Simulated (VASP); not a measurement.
# Zr (P6/mmm) in VASP: further runs

Zr is run at these levels: PBE; tasks: single point.

Program: VASP 6.6.1. These are calculated values, not measurements. Logs are shortened: lines on timing, memory, paths and dates and some standing lists are left out, and cuts for length are marked.

### Step 1. The cell of the first run

Symmetry: P6/mmm, No. 191, hexagonal system. The conventional cell has a = 2.777 Å, b = 2.777 Å, c = 2.716 Å, α = 90.00°, β = 90.00°, γ = 120.00°. Zr (site symmetry 6/mmm) has 8 Zr at 2.72 to 2.78 Å within 3.6 Å.

This isn't the form of Zr at room conditions, which is hcp.

### Step 2. Single point, PBE

INCAR

```
PREC = Accurate ; ENCUT = 520
EDIFF = 1E-6 ; ISMEAR = -1
SIGMA = 0.1 ; LREAL = F
LASPH = T ; NELM = 60
ALGO = Normal ; ISIF = 2
LWAVE = F ; LCHARG = F
GGA = PE ; NBANDS = 12
```

KPOINTS

```
regular mesh
0
Gamma
  16 16 14
```

POSCAR

```
Zr
1.0
    2.7770884769      0.0000000000      0.0000000000
   -1.3885442384      2.4050291695      0.0000000000
    0.0000000000      0.0000000000      2.7160275497
Zr
1
Direct
    0.0000000000      0.0000000000      0.0000000000
```

Potentials or basis: VASP PAW PBE potentials, release 64 (Zr_sv).

Run with:

```bash
$ cat potpaw_PBE.64/Zr_sv/POTCAR > POTCAR
$ mpirun -np 1 vasp_std > vasp.out
```

OUTCAR:

```text
PREC = Accurate
   ENCUT = 520
   EDIFF = 1E-6
   ISMEAR = -1
   LREAL = F
   LASPH = T
   NELM = 60
   ISIF = 2
   GGA = PE

 ion  position               nearest neighbor table
   1  0.000  0.000  0.000-

  LATTYP: Found a hexagonal cell.
 ALAT       =     2.7770884769
 C/A-ratio  =     0.9780126101

  Lattice vectors:

 A1 = (   2.7770884769,   0.0000000000,   0.0000000000)
 A2 = (  -1.3885442384,   2.4050291695,   0.0000000000)
 A3 = (   0.0000000000,   0.0000000000,   2.7160275497)

Analysis of symmetry for initial positions (statically):
=====================================================================
 Subroutine PRICEL returns:
 Original cell was already a primitive cell.

 Routine SETGRP: Setting up the symmetry group for a
 hexagonal supercell.

 Subroutine GETGRP returns: Found 24 space group operations
 (whereof 24 operations were pure point group operations)
 out of a pool of 24 trial point group operations.

The static configuration has the point symmetry D_6h.

Analysis of symmetry for dynamics (positions and initial velocities):
=====================================================================
 Subroutine PRICEL returns:
 Original cell was already a primitive cell.

 Routine SETGRP: Setting up the symmetry group for a
 hexagonal supercell.

 Subroutine GETGRP returns: Found 24 space group operations
 (whereof 24 operations were pure point group operations)
 out of a pool of 24 trial point group operations.

The dynamic configuration has the point symmetry D_6h.

 Subroutine INISYM returns: Found 24 space group operations
 (whereof 24 operations are pure point group operations),
 and found     1 'primitive' translations

----------------------------------------------------------------------------------------

                                     Primitive cell

  volume of cell :      18.1403

  direct lattice vectors                    reciprocal lattice vectors
     2.777088477  0.000000000  0.000000000     0.360089356  0.207897686  0.000000000
    -1.388544238  2.405029170  0.000000000     0.000000000  0.415795373  0.000000000
     0.000000000  0.000000000  2.716027550     0.000000000  0.000000000  0.368184778

  length of vectors
     2.777088477  2.777088477  2.716027550     0.415795373  0.415795373  0.368184778

  position of ions in fractional coordinates (direct lattice)
     0.000000000  0.000000000  0.000000000

  ion indices of the primitive-cell ions
   primitive index   ion index
[... 73 lines left out ...]
   EDIFF  = 0.1E-05   stopping-criterion for ELM
   LREAL  =      F    real-space projection
   EDIFFG = 0.1E-04   stopping-criterion for IOM
   NSW    =      0    number of steps for IOM
   IBRION =     -1    ionic relax: 0-MD 1-quasi-New 2-CG
   NFREE  =      0    steps in history (QN), initial steepest desc. (CG)
   ISIF   =      2    stress and relaxation
   ISYM   =      2    0-nonsym 1-usesym 2-fastsym
   POTIM  = 0.5000    time-step for ionic-motion
   TEBEG  =    0.0;   TEEND  =   0.0 temperature during run
   PSTRESS=    0.0 pullay stress
   NELECT =      12.0000    total number of electrons
   NUPDOWN=      -1.0000    fix difference up-down
   EMIN   =  10.00;   EMAX   =-10.00  energy-range for DOS
   EFERMI =   0.00;   METHOD = LEGACY
   ISMEAR =    -1;   SIGMA  =   0.10  broadening in eV -4-tet -1-fermi 0-gaus
   EFERMI_NEDOS =   21; number of points for ismear=-14 and -15
   IALGO  =     38    algorithm
   IMIX   =      4    mixing-type and parameters
     AMIX     =   0.40;   BMIX     =  1.00
     AMIX_MAG =   1.60;   BMIX_MAG =  1.00
  volume/ion in A,a.u.               =      18.14       122.42
  Fermi-wavevector in a.u.,A,eV,Ry     =   1.426441  2.695583 27.684238  2.034734
  Thomas-Fermi vector in A             =   2.546718
   LORBIT       =      0    0 simple, 1 ext, 2 COOP (PROOUT), +10 PAW based schemes
   GGA     = PE    functional components
   LHFCALC =     F    Hartree Fock is set to
   AEXX    =    0.0000 exact exchange contribution
   IVDW    =     0    specifies the selected vdW correction
   LEPSILON=     F    determine dielectric tensor
   LRPA    =     F    only Hartree local field effects (RPA)
 non-spin polarized calculation
  energy-cutoff  :      520.00
  volume of cell :       18.14
 maximum number of plane-waves:       498
 NGX is ok and might be reduce to    24
   NGX = 11   NGY = 11   NGZ = 11

 number of electron      12.0000000 magnetization

 Free energy of the ion-electron system (eV)
  ---------------------------------------------------
  ext. energy  EPLUGINS =         0.00000000
  ---------------------------------------------------
  free energy    TOTEN  =        -7.65095713 eV

  energy without entropy =       -7.62751288  energy(sigma->0) =       -7.63923501

 E-fermi :  11.6731     XC(G=0): -12.2257

 val. band max:       11.6632095837   @ k =   0.1250   0.0000   0.2857
 cond. band min:      11.6893383831   @ k =   0.0625   0.0625   0.2857
 fundamental gap:      0.0261287994
 Fermi energy:        11.6730779390

 k-point     1 :       0.0000    0.0000    0.0000
  band No.  band energies     occupation
      1     -36.7599      2.00000
      2     -13.7110      2.00000
      3     -13.4184      2.00000
      4     -13.4184      2.00000
      5       6.3034      2.00000
      6       9.1893      2.00000
      7      12.9993      0.00000
      8      12.9993      0.00000
      9      19.2374      0.00000
     10      19.2374      0.00000
     11      23.4572      0.00000
     12      26.1329      0.00000
[... 331 lines left out ...]
 k-point    24 :       0.2500    0.1875    0.0000
  band No.  band energies     occupation
      1     -36.3370      2.00000
      2     -15.4215      2.00000
      3     -14.2842      2.00000
      4     -13.4192      2.00000
      5       9.8016      2.00000
      6      10.4160      1.99999
      7      11.8660      0.25374
      8      15.2102      0.00000
      9      17.4776      0.00000
     10      18.7281      0.00000
     11      24.6678      0.00000
     12      25.0843      0.00000

 [... further k-points ...]
[... 5 lines left out ...]
  --------------------------------------------------------------------------------------
  -------------------------------------------------------------------------------------
  Total        4.0191719      4.0191719      4.0204959      0.0000000      0.0000000     -0.0000000
  in kB      354.9792144    354.9792144    355.0961513      0.0000000      0.0000000     -0.0000000
  external PRESSURE =     355.0181934 kB  Pullay stress =       0.0000000 kB

 VOLUME and BASIS-vectors are now :
 -----------------------------------------------------------------------------
  energy-cutoff  :      520.00
  volume of cell :       18.14
      direct lattice vectors                 reciprocal lattice vectors
     2.777088477  0.000000000  0.000000000     0.360089356  0.207897686  0.000000000
    -1.388544238  2.405029170  0.000000000     0.000000000  0.415795373  0.000000000
     0.000000000  0.000000000  2.716027550     0.000000000  0.000000000  0.368184778

 POSITION                                       TOTAL-FORCE (eV/Angst)
 -----------------------------------------------------------------------------------
      0.00000      0.00000      0.00000         0.000000      0.000000      0.000000
 -----------------------------------------------------------------------------------
    total drift:                               -0.000000      0.000000      0.000000

  FREE ENERGIE OF THE ION-ELECTRON SYSTEM (eV)
  ---------------------------------------------------
  free  energy   TOTEN  =        -7.6509571338 eV

  energy  without entropy=       -7.6275128848  energy(sigma->0) =       -7.63923501
```

stdout:

```text
POSCAR found type information on POSCAR Zr
 POSCAR found :  1 types and       1 ions
 scaLAPACK will be used
 LDA part: xc-table for (Slater+PW92), standard interpolation
 POSCAR, INCAR and KPOINTS ok, starting setup
 FFT: planning ... GRIDC
 FFT: planning ... GRID_SOFT
 FFT: planning ... GRID
 WAVECAR not read
 entering main loop
```

Wall time 22 s (1 thread of Intel Xeon 6455B, shared host); peak memory 0.17 GiB.

Results:

* Free energy: -7.6510 eV
* Pressure: 35.5 GPa
* Band gap on the k mesh: zero (bands 6 and 7 overlap by 1.38 eV)

Levels at points of the mesh, in eV from the Fermi level:
```tsv
k point	band 3	band 4	band 5	band 6	band 7	band 8	band 9	band 10
(0.00, 0.00, 0.00)	-25.09	-25.09	-5.37	-2.48	1.33	1.33	7.56	7.56
(0.50, 0.00, 0.00)	-25.67	-25.05	-3.62	-0.84	2.61	2.72	6.51	8.37
(0.00, 0.00, 0.50)	-24.90	-24.90	-2.23	0.92	2.20	2.20	3.98	3.98
(0.50, 0.00, 0.50)	-27.00	-25.45	-4.19	-2.06	2.17	6.55	8.74	8.98
```

Caveat: the cell stands under pressure.

### Step 3. Single point, PBE (18.14 Å³/atom)

INCAR

```
ALGO = Normal
EDIFF = 1E-7
ENCUT = 520
GGA = PE
ISIF = 2
ISMEAR = -1
LASPH = T
LCHARG = F
LREAL = F
LWAVE = F
NBANDS = 12
NELM = 60
PREC = Accurate
SIGMA = 0.1
```

KPOINTS

```
k-points
0
Gamma
  16 16 14
```

POSCAR

```
Zr
1.0
    2.7770884769      0.0000000000      0.0000000000
   -1.3885442384      2.4050291696      0.0000000000
    0.0000000000      0.0000000000      2.7160275497
Zr
1
Direct
    0.0000000000      0.0000000000      0.0000000000
```

Potentials or basis: VASP PAW PBE potentials, release 64 (Zr_sv).

Run with:

```bash
$ cat potpaw_PBE.64/Zr_sv/POTCAR > POTCAR
$ mpirun -np 1 vasp_std > vasp.out
```

It took 28 s on 1 thread of Intel Xeon 6455B, shared host; peak memory 0.17 GiB.

It converged, with:

```yaml
Free_energy: -7.6510 eV
Pressure: 35.5 GPa
Band_gap_on_the_k_mesh: zero (bands 6 and 7 overlap by 1.38 eV)
```

Levels at points of the mesh, in eV from the Fermi level:
```
           k point  band 2  band 3  band 4  band 5  band 6  band 7  band 8  band 9  band 10  band 11
(0.00, 0.00, 0.00)  -25.38  -25.09  -25.09   -5.37   -2.48    1.33    1.33    7.56     7.56    11.78
(0.50, 0.00, 0.00)  -27.64  -25.67  -25.05   -3.62   -0.84    2.61    2.72    6.51     8.37    13.46
(0.00, 0.00, 0.50)  -27.55  -24.90  -24.90   -2.23    0.92    2.20    2.20    3.98     3.98    12.28
(0.50, 0.00, 0.50)  -27.28  -27.00  -25.45   -4.19   -2.06    2.17    6.55    8.74     8.98     9.64
```

Caveat: the cell stands under pressure.

### Step 4. Single point, PBE

This run uses another cell than the first one, of 20.05 Å³/atom.

INCAR

```
SYSTEM = Zr
PREC = Accurate
ENCUT = 520
EDIFF = 1E-6
ISMEAR = -1
SIGMA = 0.1
LREAL = .False.
LASPH = .True.
NELM = 80
ALGO = Normal
ISIF = 2
LWAVE = .False.
LCHARG = .False.
GGA = PE
NBANDS = 12
```

KPOINTS

```
Automatic mesh
0
Gamma
  16 16 14
  0 0 0
```

POSCAR

```
Zr
1.0
    2.8642053469      0.0000000000      0.0000000000
   -1.4321026734      2.4804745921      0.0000000000
    0.0000000000      0.0000000000      2.8220908794
Zr
1
Direct
    0.0000000000      0.0000000000      0.0000000000
```

Potentials or basis: VASP PAW PBE potentials, release 64 (Zr_sv).

Run with:

```bash
$ cat potpaw_PBE.64/Zr_sv/POTCAR > POTCAR
$ mpirun -np 1 vasp_std > vasp.out
```

OUTCAR:

```text
SYSTEM = Zr
   PREC = Accurate
   ENCUT = 520
   EDIFF = 1E-6
   ISMEAR = -1
   LREAL = .False.
   LASPH = .True.
   NELM = 80
   ISIF = 2
   GGA = PE

 ion  position               nearest neighbor table
   1  0.000  0.000  0.000-

  LATTYP: Found a hexagonal cell.
 ALAT       =     2.8642053469
 C/A-ratio  =     0.9852962821

  Lattice vectors:

 A1 = (   2.8642053469,   0.0000000000,   0.0000000000)
 A2 = (  -1.4321026734,   2.4804745921,   0.0000000000)
 A3 = (   0.0000000000,   0.0000000000,   2.8220908794)

Analysis of symmetry for initial positions (statically):
=====================================================================
 Subroutine PRICEL returns:
 Original cell was already a primitive cell.

 Routine SETGRP: Setting up the symmetry group for a
 hexagonal supercell.

 Subroutine GETGRP returns: Found 24 space group operations
 (whereof 24 operations were pure point group operations)
 out of a pool of 24 trial point group operations.

The static configuration has the point symmetry D_6h.

Analysis of symmetry for dynamics (positions and initial velocities):
[... 159 lines left out ...]
 val. band max:       10.3546613430   @ k =   0.1875   0.0625   0.0000
 cond. band min:      10.4032844417   @ k =   0.1875   0.0625   0.0714
 fundamental gap:      0.0486230986
 Fermi energy:        10.3683035927

 k-point     1 :       0.0000    0.0000    0.0000
  band No.  band energies     occupation
      1     -38.0540      2.00000
      2     -15.3110      2.00000
      3     -15.0358      2.00000
      4     -15.0358      2.00000
      5       5.0404      2.00000
      6       8.2442      2.00000
      7      11.7179      0.00000
      8      11.7179      0.00000
      9      17.1699      0.00000
     10      17.1699      0.00000
     11      22.0080      0.00000
     12      23.7451      0.00000
[... 331 lines left out ...]
 k-point    24 :       0.2500    0.1875    0.0000
  band No.  band energies     occupation
      1     -37.7506      2.00000
      2     -16.5867      2.00000
      3     -15.6998      2.00000
      4     -15.0882      2.00000
      5       8.4838      2.00000
      6       9.2817      1.99996
      7      10.4868      0.46833
      8      13.6039      0.00000
      9      15.6333      0.00000
     10      16.8469      0.00000
     11      22.3779      0.00000
     12      22.8959      0.00000

 [... further k-points ...]
[... 5 lines left out ...]
  --------------------------------------------------------------------------------------
  -------------------------------------------------------------------------------------
  Total        2.3649859      2.3649859      2.3608746      0.0000000     -0.0000000     -0.0000000
  in kB      188.9858134    188.9858134    188.6572817      0.0000000     -0.0000000     -0.0000000
  external PRESSURE =     188.8763028 kB  Pullay stress =       0.0000000 kB

 VOLUME and BASIS-vectors are now :
 -----------------------------------------------------------------------------
  energy-cutoff  :      520.00
  volume of cell :       20.05
      direct lattice vectors                 reciprocal lattice vectors
     2.864205347  0.000000000  0.000000000     0.349136978  0.201574328  0.000000000
    -1.432102673  2.480474592  0.000000000     0.000000000  0.403148657  0.000000000
     0.000000000  0.000000000  2.822090879     0.000000000  0.000000000  0.354347200

 POSITION                                       TOTAL-FORCE (eV/Angst)
 -----------------------------------------------------------------------------------
      0.00000      0.00000      0.00000         0.000000      0.000000      0.000000
 -----------------------------------------------------------------------------------
    total drift:                                0.000000     -0.000000      0.000000

  FREE ENERGIE OF THE ION-ELECTRON SYSTEM (eV)
  ---------------------------------------------------
  free  energy   TOTEN  =        -7.9695077710 eV

  energy  without entropy=       -7.9443747537  energy(sigma->0) =       -7.95694126
```

It took 27 s on 1 thread of Intel Xeon 6455B, shared host; peak memory 0.18 GiB.

Results:

```
Free energy            : -7.9695 eV
Pressure               : 18.9 GPa
Band gap on the k mesh : zero (bands 6 and 7 overlap by 0.95 eV)
```

Levels at points of the mesh, in eV from the Fermi level:
```csv
k point,band 3,band 4,band 5,band 6,band 7,band 8,band 9,band 10
"(0.00, 0.00, 0.00)",-25.40,-25.40,-5.33,-2.12,1.35,1.35,6.80,6.80
"(0.50, 0.00, 0.00)",-25.85,-25.43,-3.24,-0.73,2.13,2.50,5.88,7.60
"(0.00, 0.00, 0.50)",-25.27,-25.27,-2.36,0.54,2.09,2.09,3.78,3.78
"(0.50, 0.00, 0.50)",-26.87,-25.70,-3.58,-1.84,2.19,6.11,7.77,7.90
```

Caveat: the cell stands under pressure.
